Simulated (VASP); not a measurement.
# LiIn4 (P-3m1) in VASP: notebook, part 2 of 2

VASP 6.6.1. The steps go on from the part before.

**3. Single point, PBE**

This run uses another cell than the first one: it holds 5 atoms, not 10.

Input file INCAR:

```
SYSTEM = LiIn4
PREC = Accurate
ENCUT = 520
EDIFF = 1E-6
ISMEAR = 0
SIGMA = 0.1
LREAL = .FALSE.
LASPH = .TRUE.
NELM = 80
ALGO = Fast
ISIF = 2
LWAVE = .FALSE.
LCHARG = .FALSE.
GGA = PE
NBANDS = 36
```

Input file KPOINTS:

```
Automatic mesh
0
G
  12 12 4
  0 0 0
```

Input file POSCAR:

```
LiIn4
1.0
    3.3852718130      0.0000000000      0.0000000000
   -1.6926359065      2.9317313888      0.0000000000
    0.0000000000      0.0000000000     12.7415622000
Li In
1 4
Direct
    0.0000000000      0.0000000000      0.5000000000
    0.3333333333      0.6666666667      0.8930390000
    0.6666666667      0.3333333333      0.1069610000
    0.3333333333      0.6666666667      0.3188020000
    0.6666666667      0.3333333333      0.6811980000
```

Potentials or basis: VASP PAW PBE potentials, release 64 (Li_sv, In_d).

The run is started by

```console
cat potpaw_PBE.64/Li_sv/POTCAR potpaw_PBE.64/In_d/POTCAR > POTCAR
mpirun -np 1 vasp_std > vasp.out
```

OUTCAR:

```text
SYSTEM = LiIn4
   PREC = Accurate
   ENCUT = 520
   EDIFF = 1E-6
   ISMEAR = 0
   LREAL = .FALSE.
   LASPH = .TRUE.
   NELM = 80
   ISIF = 2
   GGA = PE

 ion  position               nearest neighbor table
   1  0.000  0.000  0.500-   4 3.02   5 3.02   5 3.02   4 3.02   5 3.02   4 3.02
   2  0.333  0.667  0.893-   5 3.33   5 3.33   5 3.33   3 3.35   3 3.35   3 3.35
   3  0.667  0.333  0.107-   4 3.33   4 3.33   4 3.33   2 3.35   2 3.35   2 3.35
   4  0.333  0.667  0.319-   1 3.02   1 3.02   1 3.02   3 3.33   3 3.33   3 3.33
   5  0.667  0.333  0.681-   1 3.02   1 3.02   1 3.02   2 3.33   2 3.33   2 3.33

  LATTYP: Found a hexagonal cell.
 ALAT       =     3.3852718130
 C/A-ratio  =     3.7638224946

  Lattice vectors:

 A1 = (   3.3852718130,   0.0000000000,   0.0000000000)
 A2 = (  -1.6926359065,   2.9317313888,   0.0000000000)
 A3 = (   0.0000000000,   0.0000000000,  12.7415622000)

Analysis of symmetry for initial positions (statically):
=====================================================================
 Subroutine PRICEL returns:
 Original cell was already a primitive cell.

 Routine SETGRP: Setting up the symmetry group for a
 hexagonal supercell.

 Subroutine GETGRP returns: Found 12 space group operations
 (whereof 12 operations were pure point group operations)
 out of a pool of 24 trial point group operations.

The static configuration has the point symmetry D_3d.

Analysis of symmetry for dynamics (positions and initial velocities):
=====================================================================
 Subroutine PRICEL returns:
 Original cell was already a primitive cell.

 Routine SETGRP: Setting up the symmetry group for a
 hexagonal supercell.

 Subroutine GETGRP returns: Found 12 space group operations
 (whereof 12 operations were pure point group operations)
 out of a pool of 24 trial point group operations.

The dynamic configuration has the point symmetry D_3d.

 Subroutine INISYM returns: Found 12 space group operations
 (whereof 12 operations are pure point group operations),
 and found     1 'primitive' translations

----------------------------------------------------------------------------------------

                                     Primitive cell

  volume of cell :     126.4563

  direct lattice vectors                    reciprocal lattice vectors
     3.385271813  0.000000000  0.000000000     0.295397255  0.170547685  0.000000000
    -1.692635907  2.931731389  0.000000000     0.000000000  0.341095369  0.000000000
     0.000000000  0.000000000 12.741562200     0.000000000  0.000000000  0.078483312

  length of vectors
     3.385271813  3.385271813 12.741562200     0.341095369  0.341095369  0.078483312

  position of ions in fractional coordinates (direct lattice)
     0.000000000  0.000000000  0.500000000
     0.333333333  0.666666667  0.893039000
     0.666666667  0.333333333  0.106961000
     0.333333333  0.666666667  0.318802000
     0.666666667  0.333333333  0.681198000

  ion indices of the primitive-cell ions
   primitive index   ion index
                 1           1
                 2           2
[... 27 lines left out ...]

 Found     69 irreducible k-points:

 Following reciprocal coordinates:
            Coordinates               Weight
  0.000000  0.000000  0.000000      1.000000
  0.083333  0.000000  0.000000      6.000000
  0.166667 -0.000000  0.000000      6.000000
  0.250000 -0.000000  0.000000      6.000000
  0.333333 -0.000000  0.000000      6.000000
  0.416667  0.000000  0.000000      6.000000
[... 16 lines left out ...]
  0.166667 -0.000000  0.250000      6.000000
  0.000000  0.166667  0.250000      6.000000
 [... further k-points ...]
   k-points           NKPTS =     69   k-points in BZ     NKDIM =     69   number of bands    NBANDS=     36
   number of dos      NEDOS =    301   number of ions     NIONS =      5
   total plane-waves  NPLWV =  75264
   dimension x,y,z NGX =    28 NGY =   28 NGZ =   96
   dimension x,y,z NGXF=    56 NGYF=   56 NGZF=  192
   ions per type =               1   4
   NGX,Y,Z   is equivalent  to a cutoff of  13.75, 13.75, 12.53 a.u.
   NGXF,Y,Z  is equivalent  to a cutoff of  27.50, 27.50, 25.05 a.u.
 SYSTEM =  LiIn4
   PREC   = accura    normal or accurate (medium, high low for compatibility)
   ISTART =      0    job   : 0-new  1-cont  2-samecut
   ICHARG =      2    charge: 1-file 2-atom 10-const
   ISPIN  =      1    spin polarized calculation?
   LNONCOLLINEAR =      F non collinear calculations
   LSORBIT =      F    spin-orbit coupling
   LASPH  =      T    aspherical Exc in radial PAW
   ENCUT  =  520.0 eV  38.22 Ry    6.18 a.u.   6.29  6.29 23.69*2*pi/ulx,y,z
   NELM   =     80;   NELMIN=  2; NELMDL= -5     # of ELM steps
   EDIFF  = 0.1E-05   stopping-criterion for ELM
   LREAL  =      F    real-space projection
   EDIFFG = 0.1E-04   stopping-criterion for IOM
   NSW    =      0    number of steps for IOM
   IBRION =     -1    ionic relax: 0-MD 1-quasi-New 2-CG
   NFREE  =      0    steps in history (QN), initial steepest desc. (CG)
   ISIF   =      2    stress and relaxation
   ISYM   =      2    0-nonsym 1-usesym 2-fastsym
   POTIM  = 0.5000    time-step for ionic-motion
   TEBEG  =    0.0;   TEEND  =   0.0 temperature during run
   PSTRESS=    0.0 pullay stress
   NELECT =      55.0000    total number of electrons
   NUPDOWN=      -1.0000    fix difference up-down
   EMIN   =  10.00;   EMAX   =-10.00  energy-range for DOS
   EFERMI =   0.00;   METHOD = LEGACY
   ISMEAR =     0;   SIGMA  =   0.10  broadening in eV -4-tet -1-fermi 0-gaus
   EFERMI_NEDOS =   21; number of points for ismear=-14 and -15
   IALGO  =     68    algorithm
   IMIX   =      4    mixing-type and parameters
     AMIX     =   0.40;   BMIX     =  1.00
     AMIX_MAG =   1.60;   BMIX_MAG =  1.00
  volume/ion in A,a.u.               =      25.29       170.67
  Fermi-wavevector in a.u.,A,eV,Ry     =   1.240363  2.343947 20.932580  1.538501
  Thomas-Fermi vector in A             =   2.374807
   LORBIT       =      0    0 simple, 1 ext, 2 COOP (PROOUT), +10 PAW based schemes
   GGA     = PE    functional components
   LHFCALC =     F    Hartree Fock is set to
   AEXX    =    0.0000 exact exchange contribution
   IVDW    =     0    specifies the selected vdW correction
   LEPSILON=     F    determine dielectric tensor
   LRPA    =     F    only Hartree local field effects (RPA)
 non-spin polarized calculation
 RMM-DIIS sequential band-by-band and
 Gauss-broadening in eV      SIGMA  =   0.10
  energy-cutoff  :      520.00
  volume of cell :      126.46
 maximum number of plane-waves:      3421
 NGX is ok and might be reduce to    28

 number of electron      54.9999996 magnetization

 Free energy of the ion-electron system (eV)
  ---------------------------------------------------
  ext. energy  EPLUGINS =         0.00000000
  ---------------------------------------------------
  free energy    TOTEN  =       -12.47493098 eV

  energy without entropy =      -12.46385907  energy(sigma->0) =      -12.46939502

 E-fermi :   6.2400     XC(G=0):  -9.6833

 val. band max:        6.2269502278   @ k =   0.3333   0.1667   0.0000
 cond. band min:       6.2402561452   @ k =   0.3333   0.3333   0.5000
 fundamental gap:      0.0133059174
 Fermi energy:         6.2400332964

 k-point     1 :       0.0000    0.0000    0.0000
  band No.  band energies     occupation
      1     -40.5096      2.00000
      2      -8.3894      2.00000
      3      -8.3890      2.00000
      4      -8.3483      2.00000
      5      -8.3483      2.00000
      6      -8.3438      2.00000
[... 925 lines left out ...]
     35      13.2454      0.00000
     36      14.0576      0.00000

 [... further k-points ...]

------------------------ aborting loop because EDIFF is reached ----------------------------------------

  FORCE on cell =-STRESS in cart. coord.  units (eV):
  Direction    XX          YY          ZZ          XY          YZ          ZX
  --------------------------------------------------------------------------------------
  -------------------------------------------------------------------------------------
  Total       -0.0473769     -0.0473769     -0.0227591      0.0000000      0.0000000      0.0000000
  in kB       -0.6002558     -0.6002558     -0.2883530      0.0000000      0.0000000      0.0000000
  external PRESSURE =      -0.4962882 kB  Pullay stress =       0.0000000 kB

 VOLUME and BASIS-vectors are now :
 -----------------------------------------------------------------------------
  energy-cutoff  :      520.00
  volume of cell :      126.46
      direct lattice vectors                 reciprocal lattice vectors
     3.385271813  0.000000000  0.000000000     0.295397255  0.170547685  0.000000000
    -1.692635907  2.931731389  0.000000000     0.000000000  0.341095369  0.000000000
     0.000000000  0.000000000 12.741562200     0.000000000  0.000000000  0.078483312

 POSITION                                       TOTAL-FORCE (eV/Angst)
 -----------------------------------------------------------------------------------
      0.00000      0.00000      6.37078         0.000000      0.000000      0.000000
     -0.00000      1.95449     11.37871         0.000000     -0.000000     -0.002413
      1.69264      0.97724      1.36285        -0.000000      0.000000      0.002413
     -0.00000      1.95449      4.06204        -0.000000      0.000000      0.001515
      1.69264      0.97724      8.67953         0.000000     -0.000000     -0.001515
 -----------------------------------------------------------------------------------
    total drift:                                0.000000      0.000000      0.000000

  FREE ENERGIE OF THE ION-ELECTRON SYSTEM (eV)
  ---------------------------------------------------
  free  energy   TOTEN  =       -12.4749309801 eV

  energy  without entropy=      -12.4638590656  energy(sigma->0) =      -12.46939502
```

stdout:

```text
POSCAR found type information on POSCAR LiIn
 POSCAR found :  2 types and       5 ions
 scaLAPACK will be used
 LDA part: xc-table for (Slater+PW92), standard interpolation
 POSCAR, INCAR and KPOINTS ok, starting setup
 FFT: planning ... GRIDC
 FFT: planning ... GRID_SOFT
 FFT: planning ... GRID
 WAVECAR not read
 entering main loop
WARNING in EDDRMM: call to ZHEGV failed, returncode =   6  3      8
WARNING in EDDRMM: call to ZHEGV failed, returncode =   6  3      7
WARNING in EDDRMM: call to ZHEGV failed, returncode =   6  3     35
WARNING in EDDRMM: call to ZHEGV failed, returncode =   8  4      9
WARNING in EDDRMM: call to ZHEGV failed, returncode =   6  3     15
WARNING in EDDRMM: call to ZHEGV failed, returncode =   6  3     27
WARNING in EDDRMM: call to ZHEGV failed, returncode =   6  3      3
```

Run time: 9.6 min. Hardware: 1 thread of Intel Xeon 6975P-C (Granite Rapids), shared host; peak memory 0.42 GiB.

What came out:

| Quantity | Value |
| --- | --- |
| Free energy | -12.4749 eV |
| Band gap on the k mesh | zero (an odd number of electrons rules out a gap without spin polarisation) |

Forces in eV/Å, atoms in the order of the input:
```
Li   0.000  0.000  0.000
In   0.000  0.000 -0.002
In   0.000  0.000  0.002
In   0.000  0.000  0.002
In   0.000  0.000 -0.002
```

Caveat: the cutoff is under 1.25 times the usual one of these potentials, so pressure, stress and relaxed cells hold a basis-set (Pulay) error; spin-orbit coupling is left out, which moves the levels of the heavy elements.

The gap in the log of VASP goes by the Fermi energy; the results here count the filled bands.